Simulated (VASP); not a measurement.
**Pt: electric field gradients with LDA**

Crystal: Pt.

```xyz
1
Lattice="0.0000 1.9579 1.9579 1.9579 0.0000 1.9579 1.9579 1.9579 0.0000" Properties=species:S:1:pos:R:3 pbc="T T T"
Pt    0.0000    0.0000    0.0000
```

```json
{
  "Program": "VASP 6.6.1",
  "Task": "electric field gradients",
  "Functional": "LDA",
  "Potentials or basis": "VASP PAW LDA potentials, release 64 (Pt)",
  "Cutoff": "520 eV",
  "k mesh": "18 × 18 × 18",
  "Occupations": "fermi-dirac, width 0.03 eV",
  "Spin": "no spin polarisation",
  "Dipole correction": "no",
  "Further INCAR settings": "ALGO = Normal; EDIFF = 1e-08; NBANDS = 11"
}
```

* Pressure: -4.3 GPa
* Band gap on the k mesh: zero (band 5 reaches 11.73 eV, above the bottom of band 6 at 9.48 eV)

Levels at points of the mesh, in eV from the Fermi level:
```csv
k point,band 1,band 2,band 3,band 4,band 5,band 6,band 7,band 8,band 9,band 10
"(0.00, 0.00, 0.00)",-10.30,-3.85,-3.85,-3.85,-1.64,-1.64,14.61,19.55,19.55,19.55
"(0.50, 0.00, 0.00)",-7.41,-3.90,-3.90,-0.50,0.04,0.04,5.86,14.18,18.92,18.92
"(0.50, 0.50, 0.00)",-7.15,-6.71,0.02,0.49,0.49,1.75,8.91,11.35,11.35,20.26
```

Run time: 29 s on 1 thread of AMD EPYC 7R13 Processor (Zen 3), on a shared host, peak memory 0.12 GiB.

Caveat: without QUAD_EFG the Cq values of the log hold for a quadrupole moment of 1 mb, not for the nuclei; spin-orbit coupling is left out, which moves the levels of the heavy elements.
